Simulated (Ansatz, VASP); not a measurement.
## Two plane-wave programs on Ge

```
CELL_PARAMETERS angstrom
3.99759 0.00000 0.00000
-1.99879 3.46201 0.00000
0.00000 0.00000 6.59938
ATOMIC_POSITIONS crystal
Ge 0.33333 0.66667 0.93710
Ge 0.66667 0.33333 0.43710
Ge 0.33333 0.66667 0.56290
Ge 0.66667 0.33333 0.06290
```

Alike in both runs: functional PBEsol; k mesh 6 × 6 × 3; occupations fermi-dirac, width 0.05 eV; non-collinear spin, spin-orbit coupling.

|  | VASP | Ansatz |
| --- | --- | --- |
| version | VASP 6.6.1 | Ansatz 0.2.0 |
| potentials or method | VASP PAW PBE potentials, release 64 (Ge_d) | Ansatz PAW |
| plane-wave cutoff (eV) | 520 | 420 |
| valence electrons in the cell | 56 | 56 |
| task | single point | band structure |

Ansatz gave:

* pressure (GPa): 0.1
* traceless stress, the component that is largest in VASP (GPa): -0.36
* rms of the force components (eV/Å): 0.005

Task: Estimate VASP's values.

Result: Pressure (GPa): 0.0; traceless stress, the component that is largest in VASP (GPa): -0.36; rms of the force components (eV/Å): 0.005.

VASP's potentials were made for PBE, not for PBEsol. Atom by atom the forces differ by 0.000 eV/Å (rms over components).
